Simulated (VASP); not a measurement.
Set up this calculation in VASP 6.6.1, as the native input.

```yaml
Task: single point
Functional: r2SCAN
Potentials_or_basis: VASP PAW PBE potentials, release 64 (Zn, O_h)
Cutoff: 910 eV
k_mesh: 8 × 8 × 8
Occupations: fermi-dirac, width 0.02 eV
Spin: no spin polarisation
Dipole_correction: no
Second_run: hard_potentials
Further_INCAR_settings: ALGO = Normal; EDIFF = 1e-06; NBANDS = 16
```

Crystal: ZnO.

```
Zn O
1.0
     2.67237    0.00000    0.00000
     0.00000    2.67237    0.00000
     0.00000    0.00000    2.67237
Zn O
1 1
Direct
  0.00000 0.00000 0.00000
  0.50000 0.50000 0.50000
```

This cell differs from its parent crystal: volume changed by +3%.

The input as run:

POSCAR

```
ZnO
1.0
    2.6723723762      0.0000000000      0.0000000000
    0.0000000000      2.6723723762      0.0000000000
    0.0000000000      0.0000000000      2.6723723762
Zn O
1 1
Direct
    0.0000000000      0.0000000000      0.0000000000
    0.5000000000      0.5000000000      0.5000000000
```

INCAR.step1

```
SYSTEM = ZnO
  ALGO = Normal
  EDIFF = 1E-5
  ENCUT = 910
  GGA = PE
  GGA_COMPAT = .False.
  ISMEAR = -1
  LASPH = .True.
  LCHARG = .False.
  LREAL = .False.
  LWAVE = .True.
  NBANDS = 16
  NELM = 120
  PREC = Accurate
  SIGMA = 0.02
```

INCAR.step2

```
SYSTEM = ZnO
  ALGO = Normal
  EDIFF = 1E-6
  ENCUT = 910
  GGA_COMPAT = .False.
  ISIF = 2
  ISMEAR = -1
  ISTART = 1
  LASPH = .True.
  LCHARG = .False.
  LMIXTAU = .True.
  LREAL = .False.
  LWAVE = .False.
  METAGGA = R2SCAN
  NBANDS = 16
  NELM = 120
  PREC = Accurate
  SIGMA = 0.02
```

KPOINTS

```
k-points
0
Gamma
  8 8 8
  0 0 0
```

Potentials or basis: VASP PAW PBE potentials, release 64 (Zn, O_h).

Run with:

```console
$ cat potpaw_PBE.64/Zn/POTCAR potpaw_PBE.64/O_h/POTCAR > POTCAR
$ cp INCAR.step1 INCAR
$ mpirun -np 1 vasp_std > vasp.out
$ cp INCAR.step2 INCAR
$ mpirun -np 1 vasp_std > vasp.out
```

It gave:

```
Pressure               : -4.1 GPa
Band gap on the k mesh : zero (band 9 reaches 3.38 eV, above the bottom of band 10 at 3.16 eV)
```

Caveat: the cutoff is under 1.25 times the usual one of these potentials, so pressure, stress and relaxed cells hold a basis-set (Pulay) error; the PAW data sets were made with another functional, which shifts forces and pressure a little.

It took 76 s on 1 thread of AMD EPYC 7R43 64-Core Processor (Zen 3), on a shared host, peak memory 0.14 GiB.
